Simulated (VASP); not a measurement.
# MgSnO4: relaxation of cell and atoms with PBE

The system is MgSnO4.

```
Mg Sn O
1.0
     3.98516    0.00000    0.00000
     0.00000    3.98516    0.00000
     0.00000    0.00000    4.29587
Mg Sn O
1 1 4
Direct
  0.50000 0.50000 0.50000
  0.00000 0.00000 0.50000
  0.00000 0.50000 0.25070
  0.50000 0.00000 0.74930
  0.00000 0.50000 0.74930
  0.50000 0.00000 0.25070
```

The cell was generated, and may not be a known phase.

```
Program                : VASP 6.6.1
Task                   : relaxation of cell and atoms
Functional             : PBE
Potentials or basis    : VASP PAW PBE potentials, release 64 (Mg, Sn_d, O)
Cutoff                 : 600 eV
k mesh                 : 10 × 10 × 10
Occupations            : gaussian, width 0.1 eV
Spin                   : no spin polarisation
Dipole correction      : no
Further INCAR settings : ALGO = Fast; EDIFF = 1e-07; IBRION = 2; EDIFFG = -0.01; NSW = 100; ISIF = 3
```

* Relaxed volume: 11.22 Å³/atom
* Relaxed cell: a = 3.984 Å, b = 3.984 Å, c = 4.243 Å, α = 90.00°, β = 90.00°, γ = 90.00°
* Space group after relaxing (to 0.1 Å): P4/mmm (No. 123)
* Energy gained by relaxing: 1.4 meV/atom
* Ionic steps: 6
* Pressure after relaxing: 0.0 GPa
* Band gap on the k mesh: zero (bands 20 and 21 overlap by 3.56 eV)

The path:
```
step  energy change (eV)  largest force (eV/Å)  pressure (GPa)  volume (Å³)
   1              0.0000                0.1052           -1.05        68.22
   2             -0.0057                0.1172            0.15        67.49
   3             -0.0062                0.1201            0.62        67.21
   4             -0.0085                0.0270            0.06        67.27
   5             -0.0085                0.0156            0.10        67.27
   6             -0.0087                0.0008            0.00        67.34
```

Final structure:
```
Mg Sn O
1.0
     3.98375    0.00000    0.00000
     0.00000    3.98375    0.00000
     0.00000    0.00000    4.24338
Mg Sn O
1 1 4
Direct
  0.50000 0.50000 0.50000
  0.00000 0.00000 0.50000
  0.00000 0.50000 0.24720
  0.50000 0.00000 0.75280
  0.00000 0.50000 0.75280
  0.50000 0.00000 0.24720
```

Levels at points of the mesh, in eV from the Fermi level:
```
           k point  band 18  band 19  band 20  band 21  band 22  band 23
(0.00, 0.00, 0.00)    -1.54    -0.93    -0.93     1.35     1.62     5.02
(0.50, 0.00, 0.00)    -1.82    -1.74     1.48     1.54     2.27     6.32
(0.50, 0.50, 0.00)    -1.21    -0.47     1.54     1.54     3.35     5.69
(0.00, 0.00, 0.50)    -1.83    -1.79    -1.60    -1.60     0.01     3.26
(0.50, 0.00, 0.50)    -2.47    -2.16    -2.14    -2.02     2.83     5.78
(0.50, 0.50, 0.50)    -1.80    -1.67    -1.52    -1.08     4.11     6.33
```

Run time: 21 min on 1 thread of Oxide Virtual Turin-like Processor, with other jobs on the host, peak memory 0.35 GiB.

Caveat: spin-orbit coupling is left out, which moves the levels of the heavy elements.
